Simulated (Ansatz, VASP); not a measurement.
## WS2: VASP beside Ansatz

File POSCAR:

```
WS2
1.0
    3.1816189179      0.0000000000      0.0000000000
   -1.5908094589      2.7553628080      0.0000000000
    0.0000000000      0.0000000000     13.5900758494
W S
2 4
Direct
    0.3333333333      0.6666666667      0.2500000000
    0.6666666667      0.3333333333      0.7500000000
    0.3333333333      0.6666666667      0.6352074394
    0.6666666667      0.3333333333      0.1352074394
    0.3333333333      0.6666666667      0.8647925606
    0.6666666667      0.3333333333      0.3647925606
```

INCAR.step1

```
PREC     = Accurate       # precision mode
ENCUT    = 520            # plane-wave cutoff, eV
ISMEAR   = 0              # smearing method
SIGMA    = 0.02           # smearing width, eV
LREAL    = False          # projectors in reciprocal space
LASPH    = True           # aspherical terms in the spheres
NELM     = 80             # most SCF steps
NBANDS   = 35             # bands
GGA      = PE             # functional
ALGO     = Normal         # electronic algorithm
EDIFF    = 1E-4           # SCF threshold, eV
LWAVE    = True           # write WAVECAR
LCHARG   = False          # write CHGCAR
```

INCAR.step2

```
PREC     = Accurate       # precision mode
ENCUT    = 520            # plane-wave cutoff, eV
EDIFF    = 1E-7           # SCF threshold, eV
ISMEAR   = 0              # smearing method
SIGMA    = 0.02           # smearing width, eV
LREAL    = False          # projectors in reciprocal space
LASPH    = True           # aspherical terms in the spheres
NELM     = 80             # most SCF steps
ALGO     = Normal         # electronic algorithm
ISIF     = 2              # what is computed and relaxed
LWAVE    = False          # write WAVECAR
LCHARG   = False          # write CHGCAR
METAGGA  = R2SCAN         # meta-GGA
LMIXTAU  = True         
NBANDS   = 35             # bands
ISTART   = 1
```

KPOINTS

```
regular mesh
0
Gamma
  12 12 2
```

Input for Ansatz:

```yaml
crystal:
  lattice:
    - [3.1816189179, 0.0, 0.0]
    - [-1.5908094589, 2.755362808, 0.0]
    - [0.0, 0.0, 13.5900758494]
  atoms:
    - { symbol: W, position: [0.3333333333, 0.6666666667, 0.25] }
    - { symbol: W, position: [0.6666666667, 0.3333333333, 0.75] }
    - { symbol: S, position: [0.3333333333, 0.6666666667, 0.6352074394] }
    - { symbol: S, position: [0.6666666667, 0.3333333333, 0.1352074394] }
    - { symbol: S, position: [0.3333333333, 0.6666666667, 0.8647925606] }
    - { symbol: S, position: [0.6666666667, 0.3333333333, 0.3647925606] }
basis:
  ecutwfc: 500
kpoints:
  mp_grid: { grid: [12, 12, 2] }
  band_path: { path: [VBM, CBM], npoints: 2 }
hamiltonian:
  xc: r2scan
scf:
  occupations: { method: gaussian, width: 0.02 }
output:
  forces: true
  stress: true
  eigenvalues: true
checkpoint:
  read: start.run
  write: ck
  compress: false
  write_wavefunctions: false
  write_every: 100000
```

Alike in both runs: task single point; functional r2SCAN; k mesh 12 × 12 × 2; occupations gaussian, width 0.02 eV; no spin polarisation.

```csv
,VASP,Ansatz
version,VASP 6.6.1,Ansatz 0.2.0
potentials or method,"VASP PAW PBE potentials, release 64 (W_sv, S), cutoff 520 eV","scalar-relativistic, plane waves, PAW"
valence electrons in the cell,52,52
```

VASP gave:

```
gap on the k mesh at the Fermi level (eV)                     : 1.51
least direct gap on the mesh (eV)                             : 1.90
pressure (GPa)                                                : 0.0
traceless stress, the component that is largest in VASP (GPa) : -0.27
rms of the force components (eV/Å)                            : 0.013
```

Q: Which values does Ansatz return?

A: gap on the k mesh at the Fermi level (eV): 1.49; least direct gap on the mesh (eV): 1.89; pressure (GPa): -0.2; traceless stress, the component that is largest in VASP (GPa): -0.21; rms of the force components (eV/Å): 0.003.

VASP's potentials were made for PBE, not for r2SCAN. Atom by atom the forces differ by 0.010 eV/Å (rms over components). With one functional, cell and mesh, what is left measures potentials, basis and numerics.

Spin-orbit coupling is off throughout.
